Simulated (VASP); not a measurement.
Write the native input for VASP 6.6.1 that does the following.

```
Task                   : single point
Functional             : PBEsol
Potentials or basis    : VASP PAW PBE potentials, release 64 (Be, Te)
Cutoff                 : 600 eV
k mesh                 : 8 × 8 × 8
Occupations            : gaussian, width 0.01 eV
Spin                   : no spin polarisation
Dipole correction      : no
Further INCAR settings : ALGO = Normal; EDIFF = 1e-06; NBANDS = 11
```

The structure of BeTe lies in POSCAR:

```
BeTe
1.0
    0.0000000000      2.8027859738      2.7887720440
    2.8027859738      0.0000000000      2.7887720440
    2.8027859738      2.8027859738      0.0000000000
Be Te
1 1
Direct
    0.0000000000      0.0000000000      0.0000000000
    0.7500000000      0.7500000000      0.7500000000
```

This cell differs from its parent crystal: z stretched by -0.5 %, x and y held.

These files were run (other wordings do the same):

INCAR

```
PREC = Accurate ; ENCUT = 600
EDIFF = 1E-6 ; ISMEAR = 0
SIGMA = 0.01 ; LREAL = F
LASPH = T ; NELM = 120
ALGO = Normal ; ISIF = 2
LWAVE = F ; LCHARG = F
GGA = PS ; NBANDS = 11
GGA_COMPAT = F
```

KPOINTS

```
Automatic mesh
0
Gamma
  8 8 8
```

Potentials or basis: VASP PAW PBE potentials, release 64 (Be, Te).

The run is started by

```sh
$ cat potpaw_PBE.64/Be/POTCAR potpaw_PBE.64/Te/POTCAR > POTCAR
$ mpirun -np 1 vasp_std > vasp.out
```

Results of the run:

```json
{
 "Pressure": "0.5 GPa",
 "Band gap on the k mesh": "1.76 eV (least direct gap 3.56 eV)"
}
```

Caveat: the cell differs from its parent crystal (z stretched by -0.5 %, x and y held); the PAW data sets were made with another functional, which shifts forces and pressure a little; spin-orbit coupling is left out, which moves the levels of the heavy elements.

Wall time 24 s on 1 thread of Intel Xeon 8259CL, on a shared host, peak memory 0.2 GiB.
